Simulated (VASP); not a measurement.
Input of a VASP 6.6.1 run:

Contents of INCAR:

```
SYSTEM = Re
PREC = Accurate
ENCUT = 600
EDIFF = 1E-7
ISMEAR = 0
SIGMA = 0.05
LREAL = .False.
LASPH = .True.
NELM = 120
ALGO = Normal
ISIF = 3
LWAVE = .False.
LCHARG = .False.
GGA = CA
IBRION = 2
NSW = 80
EDIFFG = -0.01
GGA_COMPAT = .False.
NELMIN = 4
```

KPOINTS

```
Automatic mesh
0
Gamma
  10 10 10
  0 0 0
```

File POSCAR:

```
Re
1.0
    0.0000000000      1.9450000000      1.9450000000
    1.9450000000      0.0000000000      1.9450000000
    1.9450000000      1.9450000000      0.0000000000
Re
1
Direct
    0.0000000000      0.0000000000      0.0000000000
```

Potentials or basis: VASP PAW LDA potentials, release 64 (Re).

Command:

```bash
$ cat potpaw_LDA.64/Re/POTCAR > POTCAR
$ mpirun -np 1 vasp_std > vasp.out
```

Q: What does it give for the space group after relaxing (to 0.1 Å)?

A: Fm-3m (No. 225).

Q: Predict the band gap on the k mesh.

A: Zero (an odd number of electrons rules out a gap without spin polarisation).

Q: Predict the relaxed volume.

A: 14.44 Å³/atom.

Step by step:
```tsv
step	energy change (eV)	largest force (eV/Å)	pressure (GPa)	volume (Å³)
1	0.0000	0.0000	-7.46	14.72
2	0.1283	0.0000	40.92	13.30
3	-0.0065	0.0000	-0.30	14.45
4	-0.0065	0.0000	-0.05	14.44
```

Caveat: spin-orbit coupling is left out, which moves the levels of the heavy elements.
